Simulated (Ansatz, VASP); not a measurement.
One calculation of NbN, two programs

File INCAR:

```
SYSTEM = NbN
  ALGO = Normal
  EDIFF = 1E-6
  ENCUT = 600
  GGA = PE
  GGA_COMPAT = .FALSE.
  ISIF = 2
  ISMEAR = -1
  LASPH = .TRUE.
  LCHARG = .FALSE.
  LREAL = .FALSE.
  LWAVE = .FALSE.
  NBANDS = 16
  NELM = 120
  PREC = Accurate
  SIGMA = 0.08
```

The input KPOINTS:

```
k-points
0
G
  13 13 13
  0 0 0
```

POSCAR

```
NbN
1.0
    0.0000000000      2.2375403388      2.2375403388
    2.2375403388      0.0000000000      2.2375403388
    2.2375403388      2.2375403388      0.0000000000
Nb N
1 1
Direct
    0.5000000000      0.5000000000      0.5000000000
    0.0000000000      0.0000000000      0.0000000000
```

Input for Ansatz:

```yaml
crystal:
  lattice:
    - [0.0, 2.2375403388, 2.2375403388]
    - [2.2375403388, 0.0, 2.2375403388]
    - [2.2375403388, 2.2375403388, 0.0]
  atoms:
    - { symbol: Nb, position: [0.5, 0.5, 0.5] }
    - { symbol: "N", position: [0.0, 0.0, 0.0] }
kpoints:
  mp_grid: { grid: [13, 13, 13] }
  band_path:
    path:
      - [0.0, 0.0, 0.0]
      - [0.5, 0.0, 0.5]
      - [0.625, 0.25, 0.625]
      - [0.375, 0.375, 0.75]
      - [0.0, 0.0, 0.0]
      - [0.5, 0.5, 0.5]
      - [0.5, 0.25, 0.75]
      - [0.5, 0.0, 0.5]
    npoints: 5
scf:
  occupations: { method: fermi_dirac, width: 0.08 }
hamiltonian:
  xc: pbe
  pseudopotentials: { kind: all_electron, lapw: { basis_error: 0.00025 } }
output:
  forces: true
  stress: true
  eigenvalues: true
```

Change from the starting cell: volume scaled by 1.06.

Alike in both runs: task single point; functional PBE; k mesh 13 × 13 × 13; occupations fermi-dirac, width 0.08 eV; no spin polarisation.

|  | VASP | Ansatz |
| --- | --- | --- |
| version | VASP 6.6.1 | Ansatz 0.2.0 |
| potentials or method | VASP PAW PBE potentials, release 64 (Nb_sv, N), cutoff 600 eV | all-electron LAPW, scalar-relativistic |

VASP gave:

```
pressure (GPa) : -10.9
```

Problem. Which values does Ansatz return?

Solution. Pressure (GPa): -10.3.

Ansatz ran all-electron here, and VASP with PAW potentials.
